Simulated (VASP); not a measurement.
# OsRu (P6_3/mmc) in VASP: further runs

The runs below take OsRu through single point, relaxation of cell and atoms, with LDA.

Program: VASP 6.6.1. These are calculated values, not measurements. Logs are shortened: lines on timing, memory, paths and dates and some standing lists are left out, and cuts for length are marked.

### 1 The cell of the first run

The structure is hexagonal, space group P6_3/mmc (No. 194). Conventional cell: a = 3.709 Å, b = 3.709 Å, c = 5.214 Å, α = 90.00°, β = 90.00°, γ = 120.00°. Within 3.3 Å of Ru (site symmetry -3m) lie 6 Os at 2.51 Å and 2 Ru at 2.61 Å. Within 3.3 Å of Os (site symmetry -6m2) lie 6 Ru at 2.51 Å.

### 2 Single point, LDA

INCAR

```
SYSTEM = OsRu
PREC = Accurate
ENCUT = 520
EDIFF = 1E-7
ISMEAR = -1
SIGMA = 0.1
LREAL = .FALSE.
LASPH = .TRUE.
NELM = 100
ALGO = Normal
ISIF = 2
LWAVE = .FALSE.
LCHARG = .TRUE.
LELF = .TRUE.
LVHAR = .TRUE.
NBANDS = 30
```

KPOINTS

```
regular mesh
0
G
  10 10 6
  0 0 0
```

POSCAR

```
OsRu
1.0
    1.8542817373      3.2117101806      0.0000000000
   -1.8542817373      3.2117101806      0.0000000000
    0.0000000000      0.0000000000      5.2135891683
Ru Os
2 2
Direct
    0.0000000000      0.0000000000      0.0000000000
    0.0000000000      0.0000000000      0.5000000000
    0.3333333333      0.3333333333      0.2500000000
    0.6666666667      0.6666666667      0.7500000000
```

Potentials or basis: VASP PAW LDA potentials, release 64 (Ru_pv, Os).

On the command line:

```console
$ cat potpaw_LDA.64/Ru_pv/POTCAR potpaw_LDA.64/Os/POTCAR > POTCAR
$ mpirun -np 1 vasp_std > vasp.out
```

OUTCAR:

```text
SYSTEM = OsRu
   PREC = Accurate
   ENCUT = 520
   EDIFF = 1E-7
   ISMEAR = -1
   LREAL = .FALSE.
   LASPH = .TRUE.
   NELM = 100
   ISIF = 2

 ion  position               nearest neighbor table
   1  0.000  0.000  0.000-   3 2.51   4 2.51   4 2.51   4 2.51   3 2.51   3 2.51   2 2.61   2 2.61

   2  0.000  0.000  0.500-   3 2.51   4 2.51   4 2.51   4 2.51   3 2.51   3 2.51   1 2.61   1 2.61

   3  0.333  0.333  0.250-   1 2.51   2 2.51   1 2.51   2 2.51   1 2.51   2 2.51   4 3.37   4 3.37
                             4 3.37   4 3.37   4 3.37   4 3.37
   4  0.667  0.667  0.750-   1 2.51   2 2.51   1 2.51   2 2.51   1 2.51   2 2.51   3 3.37   3 3.37
                             3 3.37   3 3.37   3 3.37   3 3.37

  LATTYP: Found a hexagonal cell.
 ALAT       =     3.7085634746
 C/A-ratio  =     1.4058244396

  Lattice vectors:

 A1 = (   1.8542817373,  -3.2117101806,   0.0000000000)
 A2 = (   1.8542817373,   3.2117101806,   0.0000000000)
 A3 = (   0.0000000000,   0.0000000000,   5.2135891683)

Analysis of symmetry for initial positions (statically):
=====================================================================
 Subroutine PRICEL returns:
 Original cell was already a primitive cell.

 Routine SETGRP: Setting up the symmetry group for a
 hexagonal supercell.

 Subroutine GETGRP returns: Found 24 space group operations
 (whereof 12 operations were pure point group operations)
 out of a pool of 24 trial point group operations.

The static configuration has the point symmetry D_3d.
 The point group associated with its full space group is D_6h.

Analysis of symmetry for dynamics (positions and initial velocities):
=====================================================================
 Subroutine PRICEL returns:
 Original cell was already a primitive cell.

 Routine SETGRP: Setting up the symmetry group for a
 hexagonal supercell.

 Subroutine GETGRP returns: Found 24 space group operations
 (whereof 12 operations were pure point group operations)
 out of a pool of 24 trial point group operations.

The dynamic configuration has the point symmetry D_3d.
 The point group associated with its full space group is D_6h.

 Subroutine INISYM returns: Found 24 space group operations
 (whereof 12 operations are pure point group operations),
 and found     1 'primitive' translations

----------------------------------------------------------------------------------------

                                     Primitive cell

  volume of cell :      62.0982

  direct lattice vectors                    reciprocal lattice vectors
     1.854281737  3.211710181  0.000000000     0.269646187  0.155680299  0.000000000
    -1.854281737  3.211710181  0.000000000    -0.269646187  0.155680299  0.000000000
     0.000000000  0.000000000  5.213589168     0.000000000  0.000000000  0.191806444

  length of vectors
     3.708563475  3.708563475  5.213589168     0.311360597  0.311360597  0.191806444

  position of ions in fractional coordinates (direct lattice)
     0.000000000  0.000000000  0.000000000
     0.000000000  0.000000000  0.500000000
     0.333333333  0.333333333  0.250000000
     0.666666667  0.666666667  0.750000000

  ion indices of the primitive-cell ions
   primitive index   ion index
                 1           1
                 2           2
                 3           3
                 4           4

----------------------------------------------------------------------------------------

 KPOINTS: regular mesh

Automatic generation of k-mesh.
 Grid dimensions read from file:
 generate k-points for:   10   10    6

 Generating k-lattice:

  Cartesian coordinates                     Fractional coordinates (reciprocal lattice)
     0.026964619  0.015568030  0.000000000     0.100000000  0.000000000  0.000000000
    -0.026964619  0.015568030  0.000000000     0.000000000  0.100000000  0.000000000
     0.000000000  0.000000000  0.031967741     0.000000000  0.000000000  0.166666667

  Length of vectors
     0.031136060  0.031136060  0.031967741

  Shift w.r.t. Gamma in fractional coordinates (k-lattice)
     0.000000000  0.000000000  0.000000000

 Subroutine IBZKPT returns following result:
 ===========================================

 Found     56 irreducible k-points:

 Following reciprocal coordinates:
            Coordinates               Weight
  0.000000  0.000000  0.000000      1.000000
  0.100000  0.000000  0.000000      6.000000
  0.200000  0.000000  0.000000      6.000000
  0.300000  0.000000  0.000000      6.000000
  0.400000  0.000000  0.000000      6.000000
  0.500000  0.000000  0.000000      3.000000
[... 16 lines left out ...]
  0.400000  0.100000  0.166667     24.000000
  0.500000  0.100000  0.166667     24.000000
 [... further k-points ...]
   k-points           NKPTS =     56   k-points in BZ     NKDIM =     56   number of bands    NBANDS=     30
   number of dos      NEDOS =    301   number of ions     NIONS =      4
   total plane-waves  NPLWV =  31360
   dimension x,y,z NGX =    28 NGY =   28 NGZ =   40
   dimension x,y,z NGXF=    56 NGYF=   56 NGZF=   80
   ions per type =               2   2
   NGX,Y,Z   is equivalent  to a cutoff of  12.55, 12.55, 12.75 a.u.
   NGXF,Y,Z  is equivalent  to a cutoff of  25.10, 25.10, 25.51 a.u.
 SYSTEM =  OsRu
   PREC   = accura    normal or accurate (medium, high low for compatibility)
   ISTART =      0    job   : 0-new  1-cont  2-samecut
   ICHARG =      2    charge: 1-file 2-atom 10-const
   ISPIN  =      1    spin polarized calculation?
   LNONCOLLINEAR =      F non collinear calculations
   LSORBIT =      F    spin-orbit coupling
   LASPH  =      T    aspherical Exc in radial PAW
   ENCUT  =  520.0 eV  38.22 Ry    6.18 a.u.   6.90  6.90  9.69*2*pi/ulx,y,z
   NELM   =    100;   NELMIN=  2; NELMDL= -5     # of ELM steps
   EDIFF  = 0.1E-06   stopping-criterion for ELM
   LREAL  =      F    real-space projection
   EDIFFG = 0.1E-05   stopping-criterion for IOM
   NSW    =      0    number of steps for IOM
   IBRION =     -1    ionic relax: 0-MD 1-quasi-New 2-CG
   NFREE  =      0    steps in history (QN), initial steepest desc. (CG)
   ISIF   =      2    stress and relaxation
   ISYM   =      2    0-nonsym 1-usesym 2-fastsym
   POTIM  = 0.5000    time-step for ionic-motion
   TEBEG  =    0.0;   TEEND  =   0.0 temperature during run
   PSTRESS=    0.0 pullay stress
   NELECT =      44.0000    total number of electrons
   NUPDOWN=      -1.0000    fix difference up-down
   EMIN   =  10.00;   EMAX   =-10.00  energy-range for DOS
   EFERMI =   0.00;   METHOD = LEGACY
   ISMEAR =    -1;   SIGMA  =   0.10  broadening in eV -4-tet -1-fermi 0-gaus
   EFERMI_NEDOS =   21; number of points for ismear=-14 and -15
   IALGO  =     38    algorithm
   IMIX   =      4    mixing-type and parameters
     AMIX     =   0.40;   BMIX     =  1.00
     AMIX_MAG =   1.60;   BMIX_MAG =  1.00
  volume/ion in A,a.u.               =      15.52       104.76
  Fermi-wavevector in a.u.,A,eV,Ry     =   1.459484  2.758025 28.981695  2.130094
  Thomas-Fermi vector in A             =   2.576046
   LORBIT       =      0    0 simple, 1 ext, 2 COOP (PROOUT), +10 PAW based schemes
   GGA     = CA    functional components
   LHFCALC =     F    Hartree Fock is set to
   AEXX    =    0.0000 exact exchange contribution
   IVDW    =     0    specifies the selected vdW correction
   LEPSILON=     F    determine dielectric tensor
   LRPA    =     F    only Hartree local field effects (RPA)
 non-spin polarized calculation
  energy-cutoff  :      520.00
  volume of cell :       62.10
 maximum number of plane-waves:      1688
   NGX = 13   NGY = 13   NGZ = 19

 number of electron      44.0000007 magnetization

 Free energy of the ion-electron system (eV)
  ---------------------------------------------------
  ext. energy  EPLUGINS =         0.00000000
  ---------------------------------------------------
  free energy    TOTEN  =       -41.94839504 eV

  energy without entropy =      -41.76611460  energy(sigma->0) =      -41.85725482

 E-fermi :   9.3027     XC(G=0): -13.3884

 val. band max:        9.3007489679   @ k =   0.3000   0.0000   0.5000
 cond. band min:       9.3155869161   @ k =   0.1000   0.0000   0.1667
 fundamental gap:      0.0148379483
 Fermi energy:         9.3027325112

 k-point     1 :       0.0000    0.0000    0.0000
  band No.  band energies     occupation
      1     -34.1524      2.00000
      2     -33.6493      2.00000
      3     -33.6493      2.00000
      4     -33.5785      2.00000
      5     -33.5785      2.00000
      6     -33.3799      2.00000
[... 22 lines left out ...]
     29      13.7124      0.00000
     30      19.1872      0.00000

 k-point     2 :       0.1000    0.0000    0.0000
  band No.  band energies     occupation
      1     -34.1504      2.00000
      2     -33.6525      2.00000
      3     -33.6490      2.00000
      4     -33.5792      2.00000
      5     -33.5787      2.00000
      6     -33.3804      2.00000
[... 22 lines left out ...]
     29      13.6881      0.00000
     30      19.2070      0.00000

 k-point     3 :       0.2000    0.0000    0.0000
  band No.  band energies     occupation
      1     -34.1452      2.00000
      2     -33.6608      2.00000
      3     -33.6482      2.00000
      4     -33.5811      2.00000
      5     -33.5794      2.00000
      6     -33.3818      2.00000
[... 22 lines left out ...]
     29      13.7142      0.00000
     30      16.7202      0.00000

 k-point     4 :       0.3000    0.0000    0.0000
  band No.  band energies     occupation
      1     -34.1389      2.00000
      2     -33.6711      2.00000
      3     -33.6472      2.00000
      4     -33.5834      2.00000
      5     -33.5804      2.00000
      6     -33.3836      2.00000
[... 22 lines left out ...]
     29      13.7640      0.00000
     30      14.1795      0.00000

 k-point     5 :       0.4000    0.0000    0.0000
  band No.  band energies     occupation
      1     -34.1338      2.00000
      2     -33.6793      2.00000
      3     -33.6465      2.00000
      4     -33.5853      2.00000
      5     -33.5811      2.00000
      6     -33.3850      2.00000
[... 22 lines left out ...]
     29      12.5043      0.00000
     30      13.7469      0.00000
[... 526 lines left out ...]
     29      14.8945      0.00000
     30      17.9128      0.00000

 k-point    22 :       0.3000    0.1000    0.1667
  band No.  band energies     occupation
      1     -34.0922      2.00000
      2     -33.6608      2.00000
      3     -33.6443      2.00000
      4     -33.5869      2.00000
      5     -33.5859      2.00000
      6     -33.4357      2.00000
[... 22 lines left out ...]
     29      14.9895      0.00000
     30      15.7615      0.00000

 k-point    23 :       0.4000    0.1000    0.1667
  band No.  band energies     occupation
      1     -34.0869      2.00000
      2     -33.6687      2.00000
      3     -33.6445      2.00000
      4     -33.5887      2.00000
      5     -33.5873      2.00000
      6     -33.4368      2.00000
[... 22 lines left out ...]
     29      13.2620      0.00000
     30      15.0040      0.00000

 k-point    24 :       0.5000    0.1000    0.1667
  band No.  band energies     occupation
      1     -34.0837      2.00000
      2     -33.6735      2.00000
      3     -33.6446      2.00000
      4     -33.5899      2.00000
      5     -33.5882      2.00000
      6     -33.4375      2.00000
[... 22 lines left out ...]
     29      12.7768      0.00000
     30      13.9620      0.00000

 [... further k-points ...]

------------------------ aborting loop because EDIFF is reached ----------------------------------------

  FORCE on cell =-STRESS in cart. coord.  units (eV):
  Direction    XX          YY          ZZ          XY          YZ          ZX
  --------------------------------------------------------------------------------------
  -------------------------------------------------------------------------------------
  Total        2.3549924      2.3549924      2.4093997      0.0000000      0.0000000      0.0000000
  in kB       60.7604832     60.7604832     62.1642308      0.0000000      0.0000000      0.0000000
  external PRESSURE =      61.2283991 kB  Pullay stress =       0.0000000 kB

 VOLUME and BASIS-vectors are now :
 -----------------------------------------------------------------------------
  energy-cutoff  :      520.00
  volume of cell :       62.10
      direct lattice vectors                 reciprocal lattice vectors
     1.854281737  3.211710181  0.000000000     0.269646187  0.155680299  0.000000000
    -1.854281737  3.211710181  0.000000000    -0.269646187  0.155680299  0.000000000
     0.000000000  0.000000000  5.213589168     0.000000000  0.000000000  0.191806444

 POSITION                                       TOTAL-FORCE (eV/Angst)
 -----------------------------------------------------------------------------------
      0.00000      0.00000      0.00000        -0.000000     -0.000000     -0.000000
      0.00000      0.00000      2.60679        -0.000000     -0.000000     -0.000000
      0.00000      2.14114      1.30340         0.000000     -0.000000      0.000000
      0.00000      4.28228      3.91019         0.000000      0.000000     -0.000000
 -----------------------------------------------------------------------------------
    total drift:                                0.000000     -0.000000     -0.000000

  FREE ENERGIE OF THE ION-ELECTRON SYSTEM (eV)
  ---------------------------------------------------
  free  energy   TOTEN  =       -41.9483950408 eV

  energy  without entropy=      -41.7661145984  energy(sigma->0) =      -41.85725482
```

It took 66 s on 1 thread of Intel Xeon Platinum 8124M at 3.00GHz (Skylake/Cascade Lake), shared host; peak memory 0.22 GiB.

What came out:

| Item | Value |
| --- | --- |
| Free energy | -41.9484 eV |
| Pressure | 6.1 GPa |
| Band gap on the k mesh | zero (band 22 reaches 9.99 eV, above the bottom of band 23 at 8.67 eV) |

Caveat: spin-orbit coupling is left out, which moves the levels of the heavy elements.

### 3 Relaxation of cell and atoms, LDA, target pressure 5 GPa, at which the enthalpy is minimised

This run uses another cell than the first one, of 11.45 Å³/atom, 0.737 times its volume.

INCAR

```
SYSTEM = OsRu
ALGO = Normal
EDIFF = 1E-6
EDIFFG = -0.03
ENCUT = 600
IBRION = 2
ISIF = 3
ISMEAR = -1
LASPH = .True.
LCHARG = .False.
LREAL = .False.
LWAVE = .False.
NELM = 100
NSW = 60
PREC = Accurate
PSTRESS = 50.0
SIGMA = 0.1
```

KPOINTS

```
k-points
0
Gamma
  10 10 6
  0 0 0
```

POSCAR

```
OsRu
1.0
    1.6540222200      2.8648483100      0.0000000000
   -1.6540222200      2.8648483100      0.0000000000
    0.0000000000      0.0000000000      4.8312733700
Ru Os
2 2
Direct
    0.0000000000      0.0000000000      0.0000000000
    0.0000000000      0.0000000000      0.5000000000
    0.3333300000      0.3333400000      0.2500000000
    0.6666600000      0.6666700000      0.7500000000
```

Potentials or basis: VASP PAW LDA potentials, release 64 (Ru_pv, Os).

On the command line:

```console
$ cat potpaw_LDA.64/Ru_pv/POTCAR potpaw_LDA.64/Os/POTCAR > POTCAR
$ mpirun -np 1 vasp_std > vasp.out
```

It took 48 min on 1 thread of Intel Xeon Platinum 8124M at 3.00GHz (Skylake/Cascade Lake), shared host; peak memory 0.3 GiB.

It converged, with:

| Property | Result |
| --- | --- |
| Free energy | -41.9421 eV |
| Relaxed volume | 15.58 Å³/atom |
| Relaxed cell | a = 3.712 Å, b = 3.712 Å, c = 5.222 Å, α = 90.00°, β = 90.00°, γ = 60.00° |
| Space group after relaxing (to 0.05 Å) | P6_3/mmc (No. 194) |
| Energy change on relaxing (the enthalpy is what falls) | -2034.0 meV/atom |
| Ionic steps | 12 |
| Pressure after relaxing | 5.0 GPa |
| Band gap on the k mesh | zero (band 22 reaches 9.93 eV, above the bottom of band 23 at 8.62 eV) |

Step by step:
```csv
step,energy change (eV),largest force (eV/Å),pressure (GPa),volume (Å³)
1,0.0000,0.0006,200.24,45.79
2,20.1153,0.0006,-20.71,214.36
3,7.3044,0.0002,-34.46,130.07
4,-2.1954,0.0000,-44.34,92.56
5,-7.9847,0.0001,-12.88,66.45
6,-7.9799,0.0000,15.83,60.30
7,-8.1092,0.0000,4.03,62.44
8,-8.0978,0.0000,5.88,62.07
9,-8.1230,0.0000,5.86,62.12
10,-8.1301,0.0000,5.90,62.14
11,-8.1491,0.0000,2.08,62.91
12,-8.1361,0.0000,4.95,62.32
```

Final structure:
```yaml
crystal:
  lattice:
    - [1.85613, 3.21491, 0.00000]
    - [-1.85613, 3.21491, 0.00000]
    - [0.00000, 0.00000, 5.22179]
  atoms:
    - { symbol: Ru, position: [0.00000, 0.00000, 0.00000] }
    - { symbol: Ru, position: [0.00000, 0.00000, 0.50000] }
    - { symbol: Os, position: [0.33333, 0.33334, 0.25000] }
    - { symbol: Os, position: [0.66666, 0.66667, 0.75000] }
```

Levels at points of the mesh, in eV from the Fermi level:
```tsv
k point	band 19	band 20	band 21	band 22	band 23	band 24	band 25	band 26
(0.00, 0.00, 0.00)	-0.90	-0.90	-0.68	-0.68	0.49	1.68	2.23	2.23
(0.50, 0.00, 0.00)	-1.90	-1.46	-0.76	-0.60	-0.59	0.50	1.63	2.21
(0.50, 0.50, 0.00)	-1.90	-1.46	-0.76	-0.60	-0.59	0.50	1.63	2.21
(0.00, 0.00, 0.50)	0.25	0.25	0.68	0.68	0.68	0.68	2.32	2.32
(0.50, 0.00, 0.50)	-1.44	-1.44	-1.31	-1.31	0.22	0.22	0.92	0.92
(0.50, 0.50, 0.50)	-1.44	-1.44	-1.31	-1.31	0.22	0.22	0.92	0.92
```

Caveat: the cell is relaxed towards a set pressure, so the enthalpy falls and the energy may rise; the volume moved by over 15 % at a fixed basis, so the end points are rough; spin-orbit coupling is left out, which moves the levels of the heavy elements.
